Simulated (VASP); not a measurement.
Set up this calculation in VASP 6.6.1, as the native input.

```
Task                   : single point
Functional             : PBE
Potentials or basis    : VASP PAW PBE potentials, release 64 (Co)
Cutoff                 : 520 eV
k mesh                 : 17 × 17 × 9
Occupations            : fermi-dirac, width 0.05 eV
Spin                   : collinear spin, ferromagnetic start
Starting moments       : [2.0, 2.0] μB
Dipole correction      : no
Further INCAR settings : ALGO = Normal; EDIFF = 1e-06; NBANDS = 20
```

The structure of Co lies in POSCAR:

```
Co
1.0
    2.4701849884      0.0000000000      0.0000000000
   -1.2350924942      2.1392429520      0.0000000000
    0.0000000000      0.0000000000      3.9910265710
Co
2
Direct
    0.3333333333      0.6666666667      0.2500000000
    0.6666666667      0.3333333333      0.7500000000
```

This cell differs from its parent crystal: volume scaled by 0.97.

These files were run (other wordings do the same):

INCAR

```
  PREC = Accurate
  ENCUT = 520
  EDIFF = 1E-6
  ISMEAR = -1
  SIGMA = 0.05
  LREAL = False
  LASPH = True
  NELM = 150
  ALGO = Normal
  ISIF = 2
  LWAVE = False
  LCHARG = False
  ISPIN = 2
  MAGMOM = 2 2
  LORBIT = 11
  LMAXMIX = 4
  GGA = PE
  NBANDS = 20
```

KPOINTS

```
regular mesh
0
Gamma
  17 17 9
```

Potentials or basis: VASP PAW PBE potentials, release 64 (Co).

Command:

```console
$ cat potpaw_PBE.64/Co/POTCAR > POTCAR
$ mpirun -np 1 vasp_std > vasp.out
```

It gave:

* Pressure: 6.0 GPa
* Net moment: 3.19 μB per cell
* Site moments: Co +1.61 μB
* Valence electrons inside the program's atomic spheres: Co 8.33

Run time: 89 s on 1 thread of Intel(R) Xeon(R) Platinum 8375C CPU @ 2.90GHz (Ice Lake), on a shared host, peak memory 0.21 GiB.
